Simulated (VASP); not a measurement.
# Ta3H in VASP: notebook

The runs below take Ta3H through single point, with PBE.

Program: VASP 6.6.1. These are calculated values, not measurements. Logs are shortened: lines on timing, memory, paths and dates and some standing lists are left out, and cuts for length are marked.

## 1. The cell of the first run

The cell holds a slab with vacuum, 4 atoms: a = 2.874 Å, b = 2.874 Å, c = 21.527 Å, α = 90.00°, β = 90.00°, γ = 109.47°.

## 2. Single point, PBE, collinear spin, ferromagnetic start

The input, INCAR:

```
  PREC = Accurate
  ENCUT = 520
  EDIFF = 1E-6
  ISMEAR = 0
  SIGMA = 0.1
  LREAL = F
  LASPH = T
  NELM = 150
  ALGO = Normal
  ISIF = 2
  LWAVE = F
  LCHARG = T
  ISPIN = 2
  MAGMOM = 0 0 0 1
  LORBIT = 11
  LMAXMIX = 4
  LDIPOL = T
  IDIPOL = 3
  DIPOL = 0.5 0.5 0.347
  GGA = PE
  LELF = T
  LVHAR = T
  LVACPOTAV = T
  NBANDS = 29
```

The input, KPOINTS:

```
regular mesh
0
Gamma
  10 10 1
```

The input, POSCAR:

```
Ta3H
1.0
    2.8743098520      0.0000000000      0.0000000000
   -0.9581032840      2.7099253168      0.0000000000
    0.0000000000      0.0000000000     21.5266897253
Ta H
3 1
Direct
    0.5000000000      0.5000000000      0.1858158431
    0.0000000000      0.0000000000      0.2909732295
    0.5000000000      0.5000000000      0.3960985100
    0.8333333333      0.8333333333      0.5154851892
```

Potentials or basis: VASP PAW PBE potentials, release 64 (Ta_pv, H).

The run is started by

```console
> cat potpaw_PBE.64/Ta_pv/POTCAR potpaw_PBE.64/H/POTCAR > POTCAR
> mpirun -np 1 vasp_std > vasp.out
```

OUTCAR:

```text
PREC = Accurate
   ENCUT = 520
   EDIFF = 1E-6
   ISMEAR = 0
   LREAL = F
   LASPH = T
   NELM = 150
   ISIF = 2
   ISPIN = 2
   LORBIT = 11
   GGA = PE

 ion  position               nearest neighbor table
   1  0.500  0.500  0.186-   2 2.81   2 2.81   2 3.26   2 3.26
   2  0.000  0.000  0.291-   3 2.81   3 2.81   1 2.81   1 2.81   3 3.26   3 3.26   1 3.26   1 3.26

   3  0.500  0.500  0.396-   2 2.81   2 2.81   2 3.26   2 3.26
   4  0.833  0.833  0.515-

  LATTYP: Found a base centered orthorhombic cell.
 ALAT       =     3.3189671336
 B/A-ratio  =     1.4142135624
 C/A-ratio  =     6.4859604988

  Lattice vectors:

 A1 = (   2.8743098520,   0.0000000000,   0.0000000000)
 A2 = (  -0.9581032840,   2.7099253168,   0.0000000000)
 A3 = (   0.0000000000,   0.0000000000,  21.5266897253)

Analysis of symmetry for initial positions (statically):
=====================================================================
 Subroutine PRICEL returns:
 Original cell was already a primitive cell.

 Routine SETGRP: Setting up the symmetry group for a
 base centered orthorhombic supercell.

 Subroutine GETGRP returns: Found  2 space group operations
 (whereof  2 operations were pure point group operations)
 out of a pool of  8 trial point group operations.

The static configuration has the point symmetry C_1h.

Analysis of symmetry for dynamics (positions and initial velocities):
=====================================================================
 Subroutine PRICEL returns:
 Original cell was already a primitive cell.

 Routine SETGRP: Setting up the symmetry group for a
 base centered orthorhombic supercell.

 Subroutine GETGRP returns: Found  2 space group operations
 (whereof  2 operations were pure point group operations)
 out of a pool of  8 trial point group operations.

The dynamic configuration has the point symmetry C_1h.

Analysis of structural, dynamic, and magnetic symmetry:
=====================================================================
 Subroutine PRICEL returns:
 Original cell was already a primitive cell.

 Routine SETGRP: Setting up the symmetry group for a
 base centered orthorhombic supercell.

 Subroutine GETGRP returns: Found  2 space group operations
 (whereof  2 operations were pure point group operations)
 out of a pool of  8 trial point group operations.

The overall configuration has the point symmetry C_1h.

 Subroutine INISYM returns: Found  2 space group operations
 (whereof  2 operations are pure point group operations),
 and found     1 'primitive' translations

----------------------------------------------------------------------------------------

                                     Primitive cell

  volume of cell :     167.6749

  direct lattice vectors                    reciprocal lattice vectors
     2.874309852  0.000000000  0.000000000     0.347909603  0.123004620  0.000000000
    -0.958103284  2.709925317  0.000000000     0.000000000  0.369013859  0.000000000
     0.000000000  0.000000000 21.526689725     0.000000000  0.000000000  0.046453961

  length of vectors
     2.874309852  2.874309852 21.526689725     0.369013859  0.369013859  0.046453961

  position of ions in fractional coordinates (direct lattice)
     0.500000000  0.500000000  0.185815843
     0.000000000  0.000000000  0.290973229
     0.500000000  0.500000000  0.396098510
     0.833333333  0.833333333  0.515485189

  ion indices of the primitive-cell ions
   primitive index   ion index
                 1           1
                 2           2
                 3           3
                 4           4

----------------------------------------------------------------------------------------

 KPOINTS: regular mesh

Automatic generation of k-mesh.
 Grid dimensions read from file:
 generate k-points for:   10   10    1

 Generating k-lattice:

  Cartesian coordinates                     Fractional coordinates (reciprocal lattice)
     0.034790960  0.012300462  0.000000000     0.100000000  0.000000000  0.000000000
     0.000000000  0.036901386  0.000000000     0.000000000  0.100000000  0.000000000
     0.000000000  0.000000000  0.046453961     0.000000000  0.000000000  1.000000000

  Length of vectors
     0.036901386  0.036901386  0.046453961

  Shift w.r.t. Gamma in fractional coordinates (k-lattice)
     0.000000000  0.000000000  0.000000000

 Subroutine IBZKPT returns following result:
 ===========================================

 Found     31 irreducible k-points:

 Following reciprocal coordinates:
            Coordinates               Weight
  0.000000  0.000000  0.000000      1.000000
  0.100000  0.000000  0.000000      4.000000
  0.200000  0.000000  0.000000      4.000000
  0.300000  0.000000  0.000000      4.000000
  0.400000  0.000000  0.000000      4.000000
  0.500000  0.000000  0.000000      2.000000
[... 16 lines left out ...]
  0.300000  0.300000  0.000000      2.000000
  0.400000  0.300000  0.000000      4.000000
 [... further k-points ...]
   k-points           NKPTS =     31   k-points in BZ     NKDIM =     31   number of bands    NBANDS=     29
   number of dos      NEDOS =    301   number of ions     NIONS =      4
   total plane-waves  NPLWV =  92160
   dimension x,y,z NGX =    24 NGY =   24 NGZ =  160
   dimension x,y,z NGXF=    48 NGYF=   48 NGZF=  320
   ions per type =               3   1
   NGX,Y,Z   is equivalent  to a cutoff of  13.88, 13.88, 12.36 a.u.
   NGXF,Y,Z  is equivalent  to a cutoff of  27.76, 27.76, 24.71 a.u.
 SYSTEM =  unknown system
   PREC   = accura    normal or accurate (medium, high low for compatibility)
   ISTART =      0    job   : 0-new  1-cont  2-samecut
   ICHARG =      2    charge: 1-file 2-atom 10-const
   ISPIN  =      2    spin polarized calculation?
   LNONCOLLINEAR =      F non collinear calculations
   LSORBIT =      F    spin-orbit coupling
   LASPH  =      T    aspherical Exc in radial PAW
   ENCUT  =  520.0 eV  38.22 Ry    6.18 a.u.   5.34  5.34 40.03*2*pi/ulx,y,z
   NELM   =    150;   NELMIN=  2; NELMDL= -5     # of ELM steps
   EDIFF  = 0.1E-05   stopping-criterion for ELM
   LREAL  =      F    real-space projection
   EDIFFG = 0.1E-04   stopping-criterion for IOM
   NSW    =      0    number of steps for IOM
   IBRION =     -1    ionic relax: 0-MD 1-quasi-New 2-CG
   NFREE  =      0    steps in history (QN), initial steepest desc. (CG)
   ISIF   =      2    stress and relaxation
   ISYM   =      2    0-nonsym 1-usesym 2-fastsym
   POTIM  = 0.5000    time-step for ionic-motion
   TEBEG  =    0.0;   TEEND  =   0.0 temperature during run
   PSTRESS=    0.0 pullay stress
   NELECT =      34.0000    total number of electrons
   NUPDOWN=      -1.0000    fix difference up-down
   EMIN   =  10.00;   EMAX   =-10.00  energy-range for DOS
   EFERMI =   0.00;   METHOD = LEGACY
   ISMEAR =     0;   SIGMA  =   0.10  broadening in eV -4-tet -1-fermi 0-gaus
   EFERMI_NEDOS =   21; number of points for ismear=-14 and -15
   IALGO  =     38    algorithm
   IMIX   =      4    mixing-type and parameters
     AMIX     =   0.40;   BMIX     =  1.00
     AMIX_MAG =   1.60;   BMIX_MAG =  1.00
  volume/ion in A,a.u.               =      41.92       282.88
  Fermi-wavevector in a.u.,A,eV,Ry     =   0.961786  1.817512 12.585827  0.925032
  Thomas-Fermi vector in A             =   2.091188
   LORBIT       =     11    0 simple, 1 ext, 2 COOP (PROOUT), +10 PAW based schemes
   GGA     = PE    functional components
   LHFCALC =     F    Hartree Fock is set to
   AEXX    =    0.0000 exact exchange contribution
   IVDW    =     0    specifies the selected vdW correction
   LEPSILON=     F    determine dielectric tensor
   LRPA    =     F    only Hartree local field effects (RPA)
 spin polarized calculation
 Gauss-broadening in eV      SIGMA  =   0.10
  energy-cutoff  :      520.00
  volume of cell :      167.67
 maximum number of plane-waves:      4567
 NGX is ok and might be reduce to    24
   NGX = 11   NGY = 11   NGZ = 81

 dipolmoment           0.000000      0.000000     -0.004635 electrons x Angstroem

 number of electron      33.9999997 magnetization       0.0254274

 dipolmoment           0.000000      0.000000      0.049076 electrons x Angstroem

 Free energy of the ion-electron system (eV)
  ---------------------------------------------------
  ext. energy  EPLUGINS =         0.00000000
  ---------------------------------------------------
  free energy    TOTEN  =       -35.04781847 eV

  energy without entropy =      -35.03697744  energy(sigma->0) =      -35.04239795

 E-fermi :  -1.5461     XC(G=0):  -5.4367

 val. band max:       -1.5477683145   @ k =   0.5000   0.5000   0.0000
 cond. band min:      -1.5364841391   @ k =   0.3000   0.2000   0.0000
 fundamental gap:      0.0112841754
 Fermi energy:        -1.5460949274

 spin component 1

 k-point     1 :       0.0000    0.0000    0.0000
  band No.  band energies     occupation
      1     -36.1780      1.00000
      2     -35.8075      1.00000
      3     -35.5344      1.00000
      4     -35.2996      1.00000
      5     -35.2366      1.00000
      6     -35.0348      1.00000
[... 757 lines left out ...]
     28       6.8365      0.00000
     29       7.3161      0.00000

 [... further k-points ...]

 spin component 2

 k-point     1 :       0.0000    0.0000    0.0000
  band No.  band energies     occupation
      1     -36.2000      1.00000
      2     -35.8187      1.00000
      3     -35.5656      1.00000
      4     -35.3245      1.00000
      5     -35.2458      1.00000
      6     -35.0401      1.00000
[... 757 lines left out ...]
     28       6.8562      0.00000
     29       7.3375      0.00000

 [... further k-points ...]

------------------------ aborting loop because EDIFF is reached ----------------------------------------

  FORCE on cell =-STRESS in cart. coord.  units (eV):
  Direction    XX          YY          ZZ          XY          YZ          ZX
  --------------------------------------------------------------------------------------
  -------------------------------------------------------------------------------------
  Total       -2.7256304     -2.6761207     -4.0002936      0.0700173      0.1341892      0.0948860
  in kB      -26.0441023    -25.5710243    -38.2238385      0.6690333      1.2822123      0.9066605
  external PRESSURE =     -29.9463217 kB  Pullay stress =       0.0000000 kB

 VOLUME and BASIS-vectors are now :
 -----------------------------------------------------------------------------
  energy-cutoff  :      520.00
  volume of cell :      167.67
      direct lattice vectors                 reciprocal lattice vectors
     2.874309852  0.000000000  0.000000000     0.347909603  0.123004620  0.000000000
    -0.958103284  2.709925317  0.000000000     0.000000000  0.369013859  0.000000000
     0.000000000  0.000000000 21.526689725     0.000000000  0.000000000  0.046453961

 POSITION                                       TOTAL-FORCE (eV/Angst)
 -----------------------------------------------------------------------------------
      0.95810      1.35496      4.00000        -0.006142     -0.008687      0.033111
      0.00000      0.00000      6.26369        -0.011530     -0.016306     -0.258825
      0.95810      1.35496      8.52669         0.001713      0.002423      1.941124
      1.59684      2.25827     11.09669         0.015959      0.022569     -1.715410
 -----------------------------------------------------------------------------------
    total drift:                                0.000044      0.000063      0.000051

  FREE ENERGIE OF THE ION-ELECTRON SYSTEM (eV)
  ---------------------------------------------------
  free  energy   TOTEN  =       -35.0478184685 eV

  energy  without entropy=      -35.0369774406  energy(sigma->0) =      -35.04239795

 vacuum level on the upper side and lower side of the slab         4.367         3.228

 total charge

# of ion       s       p       d       tot
------------------------------------------
    1        0.377   6.094   2.376   8.846
    2        0.372   6.189   2.386   8.947
    3        0.365   6.109   2.324   8.798
    4        0.368   0.001   0.000   0.369
--------------------------------------------------
tot          1.482  18.393   7.085  26.960

 magnetization (x)

# of ion       s       p       d       tot
------------------------------------------
    1       -0.000  -0.001  -0.012  -0.014
    2       -0.000  -0.001  -0.004  -0.005
    3       -0.002  -0.008  -0.040  -0.051
    4        0.068  -0.000   0.000   0.068
--------------------------------------------------
tot          0.065  -0.010  -0.057  -0.002
```

Wall time 16 min (1 thread of AMD EPYC 7R43 (Zen 3), shared host); peak memory 0.47 GiB.

What came out:

```yaml
Free_energy: -35.0478 eV
Largest_force: 1.941 eV/Å
Band_gap_on_the_k_mesh: zero (filled and empty bands overlap)
Net_moment: 0.03 μB per cell
Site_moments: Ta -0.01, -0.05; H +0.07 μB
Valence_electrons_inside_the_program's_atomic_spheres: Ta 8.85, 8.95, 8.80; H 0.37
```

Forces in eV/Å, atoms in the order of the input:
```
Ta  -0.006 -0.009  0.033
Ta  -0.012 -0.016 -0.259
Ta   0.002  0.002  1.941
H    0.016  0.023 -1.715
```

Levels at points of the mesh, in eV from the Fermi level:
Spin up:
```tsv
k point	band 13	band 14	band 15	band 16	band 17	band 18	band 19	band 20	band 21	band 22
(0.00, 0.00, 0.00)	-3.05	-1.58	-0.82	-0.35	0.29	0.57	0.76	0.99	2.59	3.06
(0.50, 0.00, 0.00)	-1.81	-1.49	-1.43	-0.71	-0.21	0.90	1.84	2.78	3.32	3.56
(0.50, 0.50, 0.00)	-3.02	-1.69	-1.17	0.00	1.17	1.22	2.05	2.52	2.95	4.40
```
Spin down:
| k point | band 14 | band 15 | band 16 | band 17 | band 18 | band 19 | band 20 | band 21 |
| --- | --- | --- | --- | --- | --- | --- | --- | --- |
| (0.00, 0.00, 0.00) | -1.60 | -0.86 | -0.36 | 0.26 | 0.55 | 0.78 | 0.97 | 2.65 |
| (0.50, 0.00, 0.00) | -1.51 | -1.44 | -0.50 | -0.17 | 0.97 | 1.84 | 2.80 | 3.28 |
| (0.50, 0.50, 0.00) | -1.72 | -1.18 | 0.51 | 1.15 | 1.15 | 2.13 | 2.46 | 2.93 |

Caveat: spin-orbit coupling is left out, which moves the levels of the heavy elements.

## 3. Single point, PBE, collinear spin, ferromagnetic start

The input, INCAR:

```
SYSTEM = Ta3H
PREC = Accurate
ENCUT = 520
EDIFF = 1E-7
ISMEAR = 0
SIGMA = 0.1
LREAL = .FALSE.
LASPH = .TRUE.
NELM = 150
ALGO = Normal
ISIF = 2
LWAVE = .FALSE.
LCHARG = .FALSE.
ISPIN = 2
MAGMOM = 0 0 0 1
LORBIT = 11
LMAXMIX = 4
LDIPOL = .TRUE.
IDIPOL = 3
DIPOL = 0.5 0.5 0.338
GGA = PE
NBANDS = 29
```

The input, KPOINTS:

```
Automatic mesh
0
G
  10 10 1
  0 0 0
```

POSCAR: that of step 2 with these lines changed.

```diff
@@ -11,2 +11,2 @@
     0.5000000000      0.5000000000      0.3960985100
-    0.8333333333      0.8333333333      0.5154851892
+    0.6666666667      0.6666666667      0.4797156394
```

Potentials or basis: VASP PAW PBE potentials, release 64 (Ta_pv, H).

The run is started by

```console
> cat potpaw_PBE.64/Ta_pv/POTCAR potpaw_PBE.64/H/POTCAR > POTCAR
> mpirun -np 1 vasp_std > vasp.out
```

Wall time 5.7 min (1 thread of Intel Xeon 6975P-C (Granite Rapids), shared host); peak memory 0.5 GiB.

Results (log left out):

```
Free energy                                           : -36.3157 eV
Largest force                                         : 1.309 eV/Å
Band gap on the k mesh                                : zero (filled and empty bands overlap)
Net moment                                            : 0.00 μB per cell
Valence electrons inside the program's atomic spheres : Ta 8.85, 8.95, 8.87; H 0.50
```

Forces on the atoms (eV/Å):
```
Ta   0.002  0.002  0.121
Ta  -0.028 -0.039 -0.678
Ta  -0.296 -0.418  1.205
H    0.322  0.456 -0.648
```

Levels at points of the mesh, in eV from the Fermi level:
Spin up:
| k point | band 15 | band 16 | band 17 | band 18 | band 19 | band 20 |
| --- | --- | --- | --- | --- | --- | --- |
| (0.00, 0.00, 0.00) | -0.81 | -0.35 | 0.26 | 0.57 | 0.96 | 1.04 |
| (0.50, 0.00, 0.00) | -1.44 | -0.97 | 0.07 | 0.87 | 1.66 | 3.06 |
| (0.50, 0.50, 0.00) | -1.52 | -0.83 | 1.20 | 1.25 | 2.48 | 2.49 |
Spin down:
| k point | band 13 | band 14 | band 15 | band 16 | band 17 | band 18 | band 19 | band 20 | band 21 | band 22 |
| --- | --- | --- | --- | --- | --- | --- | --- | --- | --- | --- |
| (0.00, 0.00, 0.00) | -3.32 | -1.59 | -0.81 | -0.35 | 0.26 | 0.57 | 0.96 | 1.04 | 3.10 | 3.15 |
| (0.50, 0.00, 0.00) | -2.37 | -1.50 | -1.44 | -0.97 | 0.07 | 0.87 | 1.66 | 3.06 | 3.41 | 3.55 |
| (0.50, 0.50, 0.00) | -3.06 | -1.69 | -1.52 | -0.83 | 1.20 | 1.25 | 2.48 | 2.49 | 3.15 | 4.60 |

Caveat: spin-orbit coupling is left out, which moves the levels of the heavy elements.
